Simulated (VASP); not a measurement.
A run of VASP 6.6.1 is set up as follows.

The input INCAR:

```
ALGO = Normal ; EDIFF = 1E-7
ENCUT = 520 ; GGA = PE
ISIF = 2 ; ISMEAR = 0
LASPH = True ; LCHARG = False
LREAL = False ; LWAVE = False
NBANDS = 19 ; NELM = 60
PREC = Accurate ; SIGMA = 0.05
```

KPOINTS

```
k-points
0
Gamma
  8 8 8
```

The input POSCAR:

```
HfSi3
1.0
    3.9198053450      0.0000000000      0.0000000000
    0.0000000000      3.9198053450      0.0000000000
    0.0000000000      0.0000000000      3.9198053450
Hf Si
1 3
Direct
    0.0000000000      0.0000000000      0.0000000000
    0.0000000000      0.5000000000      0.5000000000
    0.5000000000      0.5000000000      0.0000000000
    0.5000000000      0.0000000000      0.5000000000
```

Potentials or basis: VASP PAW PBE potentials, release 64 (Hf_pv, Si).

The run is started by

```console
$ cat potpaw_PBE.64/Hf_pv/POTCAR potpaw_PBE.64/Si/POTCAR > POTCAR
$ mpirun -np 1 vasp_std > vasp.out
```

Question: Estimate the band gap on the k mesh.

Answer: Zero (band 11 reaches 10.62 eV, above the bottom of band 12 at 8.57 eV).

Question: Estimate the pressure.

Answer: 4.9 GPa.

Caveat: spin-orbit coupling is left out, which moves the levels of the heavy elements.
